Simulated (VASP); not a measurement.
# BaF2 (Fm-3m) in VASP: a series of runs

BaF2 is run at these levels: PBE, PBEsol; tasks: single point.

All numbers are computed with VASP 6.6.1; they aren't measurements. Logs are shortened: lines on timing, memory, paths and dates and some standing lists are left out, and cuts for length are marked.

### Step 1. The cell of the first run

Symmetry: Fm-3m, No. 225, cubic system. Conventional cell: a = 6.194 Å, b = 6.194 Å, c = 6.194 Å, α = 90.00°, β = 90.00°, γ = 90.00°. Ba (site symmetry m-3m) has 8 F at 2.68 Å within 3.5 Å. F (site symmetry -43m) has 4 Ba at 2.68 Å and 6 F at 3.10 Å within 3.5 Å.

### Step 2. Single point, PBE

The input, INCAR:

```
ALGO     = Normal         # electronic algorithm
EDIFF    = 1E-6           # SCF threshold, eV
ENCUT    = 600            # plane-wave cutoff, eV
GGA      = PE             # functional
GGA_COMPAT= F            
ISIF     = 2              # what is computed and relaxed
ISMEAR   = 0              # smearing method
LASPH    = T              # aspherical terms in the spheres
LCHARG   = F              # write CHGCAR
LREAL    = F              # projectors in reciprocal space
LWAVE    = F              # write WAVECAR
NBANDS   = 19             # bands
NELM     = 120            # most SCF steps
PREC     = Accurate       # precision mode
SIGMA    = 0.01           # smearing width, eV
```

The input, KPOINTS:

```
k-points
0
Gamma
  4 4 4
```

The input, POSCAR:

```
BaF2
1.0
    0.0000000000      3.0971615099      3.0971615099
    3.0971615099      0.0000000000      3.0971615099
    3.0971615099      3.0971615099      0.0000000000
Ba F
1 2
Direct
    0.0000000000      0.0000000000      0.0000000000
    0.7500000000      0.7500000000      0.7500000000
    0.2500000000      0.2500000000      0.2500000000
```

Potentials or basis: VASP PAW PBE potentials, release 64 (Ba_sv, F).

On the command line:

```sh
$ cat potpaw_PBE.64/Ba_sv/POTCAR potpaw_PBE.64/F/POTCAR > POTCAR
$ mpirun -np 1 vasp_std > vasp.out
```

OUTCAR:

```text
EDIFF = 1E-6
   ENCUT = 600
   GGA = PE
   ISIF = 2
   ISMEAR = 0
   LASPH = T
   LREAL = F
   NELM = 120
   PREC = Accurate

 ion  position               nearest neighbor table
   1  0.000  0.000  0.000-   2 2.68   3 2.68   2 2.68   2 2.68   2 2.68   3 2.68   3 2.68   3 2.68

   2  0.750  0.750  0.750-   1 2.68   1 2.68   1 2.68   1 2.68
   3  0.250  0.250  0.250-   1 2.68   1 2.68   1 2.68   1 2.68

  LATTYP: Found a face centered cubic cell.
 ALAT       =     6.1943230198

  Lattice vectors:

 A1 = (   0.0000000000,   3.0971615099,   3.0971615099)
 A2 = (   3.0971615099,   0.0000000000,   3.0971615099)
 A3 = (   3.0971615099,   3.0971615099,   0.0000000000)

Analysis of symmetry for initial positions (statically):
=====================================================================
 Subroutine PRICEL returns:
 Original cell was already a primitive cell.

 Routine SETGRP: Setting up the symmetry group for a
 face centered cubic supercell.

 Subroutine GETGRP returns: Found 48 space group operations
 (whereof 48 operations were pure point group operations)
 out of a pool of 48 trial point group operations.

The static configuration has the point symmetry O_h .

Analysis of symmetry for dynamics (positions and initial velocities):
=====================================================================
 Subroutine PRICEL returns:
 Original cell was already a primitive cell.

 Routine SETGRP: Setting up the symmetry group for a
 face centered cubic supercell.

 Subroutine GETGRP returns: Found 48 space group operations
 (whereof 48 operations were pure point group operations)
 out of a pool of 48 trial point group operations.

The dynamic configuration has the point symmetry O_h .

 Subroutine INISYM returns: Found 48 space group operations
 (whereof 48 operations are pure point group operations),
 and found     1 'primitive' translations

----------------------------------------------------------------------------------------

                                     Primitive cell

  volume of cell :      59.4185

  direct lattice vectors                    reciprocal lattice vectors
     0.000000000  3.097161510  3.097161510    -0.161438142  0.161438142  0.161438142
[... 65 lines left out ...]
   ISPIN  =      1    spin polarized calculation?
   LNONCOLLINEAR =      F non collinear calculations
   LSORBIT =      F    spin-orbit coupling
   LASPH  =      T    aspherical Exc in radial PAW
   ENCUT  =  600.0 eV  44.10 Ry    6.64 a.u.   8.75  8.75  8.75*2*pi/ulx,y,z
   NELM   =    120;   NELMIN=  2; NELMDL= -5     # of ELM steps
   EDIFF  = 0.1E-05   stopping-criterion for ELM
   LREAL  =      F    real-space projection
   EDIFFG = 0.1E-04   stopping-criterion for IOM
   NSW    =      0    number of steps for IOM
   IBRION =     -1    ionic relax: 0-MD 1-quasi-New 2-CG
   NFREE  =      0    steps in history (QN), initial steepest desc. (CG)
   ISIF   =      2    stress and relaxation
   ISYM   =      2    0-nonsym 1-usesym 2-fastsym
   POTIM  = 0.5000    time-step for ionic-motion
   TEBEG  =    0.0;   TEEND  =   0.0 temperature during run
   PSTRESS=    0.0 pullay stress
   NELECT =      24.0000    total number of electrons
   NUPDOWN=      -1.0000    fix difference up-down
   EMIN   =  10.00;   EMAX   =-10.00  energy-range for DOS
   EFERMI =   0.00;   METHOD = LEGACY
   ISMEAR =     0;   SIGMA  =   0.01  broadening in eV -4-tet -1-fermi 0-gaus
   EFERMI_NEDOS =   21; number of points for ismear=-14 and -15
   IALGO  =     38    algorithm
   IMIX   =      4    mixing-type and parameters
     AMIX     =   0.40;   BMIX     =  1.00
     AMIX_MAG =   1.60;   BMIX_MAG =  1.00
  volume/ion in A,a.u.               =      19.81       133.66
  Fermi-wavevector in a.u.,A,eV,Ry     =   1.210147  2.286846 19.925124  1.464455
  Thomas-Fermi vector in A             =   2.345702
   LORBIT       =      0    0 simple, 1 ext, 2 COOP (PROOUT), +10 PAW based schemes
   GGA     = PE    functional components
   LHFCALC =     F    Hartree Fock is set to
   AEXX    =    0.0000 exact exchange contribution
   IVDW    =     0    specifies the selected vdW correction
   LEPSILON=     F    determine dielectric tensor
   LRPA    =     F    only Hartree local field effects (RPA)
 non-spin polarized calculation
 Gauss-broadening in eV      SIGMA  =   0.01
  energy-cutoff  :      600.00
  volume of cell :       59.42
 maximum number of plane-waves:      2012
 NGX is ok and might be reduce to    36
   NGX = 17   NGY = 17   NGZ = 17

 number of electron      24.0000001 magnetization

 Free energy of the ion-electron system (eV)
  ---------------------------------------------------
  ext. energy  EPLUGINS =         0.00000000
  ---------------------------------------------------
  free energy    TOTEN  =       -17.10986945 eV

  energy without entropy =      -17.10986945  energy(sigma->0) =      -17.10986945

 E-fermi :  -2.0024     XC(G=0):  -8.7135

 val. band max:       -2.0608393145   @ k =  -0.2500   0.2500   0.0000
 cond. band min:       4.7152603420   @ k =   0.0000   0.0000   0.0000
 fundamental gap:      6.7760996565
 Fermi energy:        -2.0023874610

 k-point     1 :       0.0000    0.0000    0.0000
  band No.  band energies     occupation
      1     -25.1532      2.00000
      2     -20.9984      2.00000
      3     -20.9461      2.00000
      4      -9.9866      2.00000
      5      -9.9866      2.00000
      6      -9.9866      2.00000
[... 153 lines left out ...]
      6     -10.1015      2.00000
[... 11 lines left out ...]
     18      12.6605      0.00000
     19      12.9473      0.00000

------------------------ aborting loop because EDIFF is reached ----------------------------------------

  FORCE on cell =-STRESS in cart. coord.  units (eV):
  Direction    XX          YY          ZZ          XY          YZ          ZX
  --------------------------------------------------------------------------------------
  -------------------------------------------------------------------------------------
  Total        0.9128762      0.9128762      0.9128762      0.0000000     -0.0000000      0.0000000
  in kB       24.6150619     24.6150619     24.6150619      0.0000000     -0.0000000      0.0000000
  external PRESSURE =      24.6150619 kB  Pullay stress =       0.0000000 kB

 VOLUME and BASIS-vectors are now :
 -----------------------------------------------------------------------------
  energy-cutoff  :      600.00
  volume of cell :       59.42
      direct lattice vectors                 reciprocal lattice vectors
     0.000000000  3.097161510  3.097161510    -0.161438142  0.161438142  0.161438142
     3.097161510  0.000000000  3.097161510     0.161438142 -0.161438142  0.161438142
     3.097161510  3.097161510  0.000000000     0.161438142  0.161438142 -0.161438142

 POSITION                                       TOTAL-FORCE (eV/Angst)
 -----------------------------------------------------------------------------------
      0.00000      0.00000      0.00000        -0.000000      0.000000      0.000000
      4.64574      4.64574      4.64574         0.000000      0.000000      0.000000
      1.54858      1.54858      1.54858        -0.000000     -0.000000     -0.000000
 -----------------------------------------------------------------------------------
    total drift:                                0.000000      0.000000      0.000000

  FREE ENERGIE OF THE ION-ELECTRON SYSTEM (eV)
  ---------------------------------------------------
  free  energy   TOTEN  =       -17.1098694504 eV

  energy  without entropy=      -17.1098694504  energy(sigma->0) =      -17.10986945
```

It took 6.9 s on 1 thread of Intel Xeon 6975P-C (Granite Rapids), shared host; peak memory 0.2 GiB.

Results:

```yaml
Free_energy: -17.1099 eV
Pressure: 2.5 GPa
Band_gap_on_the_k_mesh: 6.78 eV (least direct gap 6.86 eV)
```

Levels at points of the mesh, in eV from the valence-band top:
```tsv
k point	band 8	band 9	band 10	band 11	band 12	band 13	band 14	band 15	band 16	band 17
(0.00, 0.00, 0.00)	-1.50	-1.50	-0.08	-0.08	-0.08	6.78	9.19	9.19	11.41	11.41
(0.50, 0.00, 0.00)	-1.10	-0.67	-0.35	-0.17	-0.17	9.12	9.19	9.19	9.80	11.60
(0.50, 0.50, 0.00)	-0.36	-0.36	-0.33	-0.33	-0.13	7.25	9.01	10.68	11.97	11.97
```

Caveat: the k points lie up to 0.44 Å⁻¹ apart; spin-orbit coupling is left out, which moves the levels of the heavy elements. A k mesh can miss the band edges.

### Step 3. Single point, PBEsol

This run uses another cell than the first one, of 19.27 Å³/atom.

The input, INCAR:

```
PREC = Accurate
ENCUT = 600
EDIFF = 1E-6
ISMEAR = -1
SIGMA = 0.02
LREAL = F
LASPH = T
NELM = 120
ALGO = Normal
ISIF = 2
LWAVE = F
LCHARG = F
GGA = PS
NBANDS = 19
GGA_COMPAT = F
```

The input, KPOINTS:

```
Automatic mesh
0
Gamma
  6 6 6
```

The input, POSCAR:

```
BaF2
1.0
    0.0000000000      3.0690431900      3.0690431900
    3.0690431900      0.0000000000      3.0690431900
    3.0690431900      3.0690431900      0.0000000000
Ba F
1 2
Direct
    0.0000000000      0.0000000000      0.0000000000
    0.7500000000      0.7500000000      0.7500000000
    0.2500000000      0.2500000000      0.2500000000
```

Potentials or basis: VASP PAW PBE potentials, release 64 (Ba_sv, F).

On the command line:

```sh
$ cat potpaw_PBE.64/Ba_sv/POTCAR potpaw_PBE.64/F/POTCAR > POTCAR
$ mpirun -np 1 vasp_std > vasp.out
```

Wall time 13 s (1 thread of Intel Xeon 6975P-C (Granite Rapids), shared host); peak memory 0.2 GiB.

Results (log left out):

```
Free energy            : -17.6392 eV
Pressure               : 1.2 GPa
Band gap on the k mesh : 6.77 eV (least direct gap 6.85 eV)
```

Levels at points of the mesh, in eV from the valence-band top:
```tsv
k point	band 8	band 9	band 10	band 11	band 12	band 13	band 14	band 15	band 16	band 17
(0.00, 0.00, 0.00)	-1.61	-1.61	-0.08	-0.08	-0.08	6.77	9.23	9.23	11.58	11.58
(0.50, 0.00, 0.00)	-1.18	-0.71	-0.34	-0.15	-0.15	9.20	9.25	9.25	9.81	11.77
(0.50, 0.50, 0.00)	-0.39	-0.39	-0.30	-0.30	-0.15	7.24	9.07	10.83	12.16	12.16
```

Caveat: the PAW data sets were made with another functional, which shifts forces and pressure a little; spin-orbit coupling is left out, which moves the levels of the heavy elements. A k mesh can miss the band edges.
